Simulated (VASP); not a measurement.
Input of a VASP 6.6.1 run:

File POSCAR:

```
TiAsW
1.0
    0.0000000000      3.7483340000      0.0000000000
    3.7483340000      0.0000000000      0.0000000000
    1.8741670000      1.8741670000     -7.3142310000
W Ti As
2 2 2
Direct
    0.3209700000      0.3209700000      0.3580600000
    0.6790300000      0.6790300000      0.6419400000
    0.5000000000      0.0000000000      0.0000000000
    0.0000000000      0.5000000000      0.0000000000
    0.1302900000      0.1302900000      0.7394200000
    0.8697100000      0.8697100000      0.2605800000
```

Contents of INCAR.step1:

```
SYSTEM = TiAsW
ALGO = Normal
EDIFF = 1E-4
ENCUT = 520
GGA = PE
ISMEAR = 0
LASPH = .True.
LCHARG = .False.
LREAL = .False.
LWAVE = .True.
NBANDS = 40
NELM = 60
PREC = Accurate
SIGMA = 0.001
```

File INCAR.step2:

```
SYSTEM = TiAsW
ALGO = Normal
EDIFF = 1E-7
ENCUT = 520
ISIF = 2
ISMEAR = 0
ISTART = 1
LASPH = .True.
LCHARG = .True.
LELF = .True.
LMIXTAU = .True.
LREAL = .False.
LVHAR = .True.
LWAVE = .False.
METAGGA = R2SCAN
NBANDS = 40
NELM = 60
PREC = Accurate
SIGMA = 0.001
```

The input KPOINTS:

```
k-points
0
Gamma
  5 5 5
  0 0 0
```

Potentials or basis: VASP PAW PBE potentials, release 64 (W_sv, Ti_sv, As).

Command:

```bash
$ cat potpaw_PBE.64/W_sv/POTCAR potpaw_PBE.64/Ti_sv/POTCAR potpaw_PBE.64/As/POTCAR > POTCAR
$ cp INCAR.step1 INCAR
$ mpirun -np 1 vasp_std > vasp.out
$ cp INCAR.step2 INCAR
$ mpirun -np 1 vasp_std > vasp.out
```

**Question.** Predict the band gap on the k mesh.

**Answer.** Zero (bands 31 and 32 overlap by 1.47 eV).

**Question.** Predict the pressure.

**Answer.** -16.5 GPa.

**Question.** Predict the largest force.

**Answer.** 1.105 eV/Å.

Stress tensor (GPa, compression positive):
```
-14.13   0.00   0.00
  0.00 -14.13   0.00
  0.00   0.00 -21.37
```

Caveat: the cell stands under tension; the PAW data sets were made with another functional, which shifts forces and pressure a little; spin-orbit coupling is left out, which moves the levels of the heavy elements.
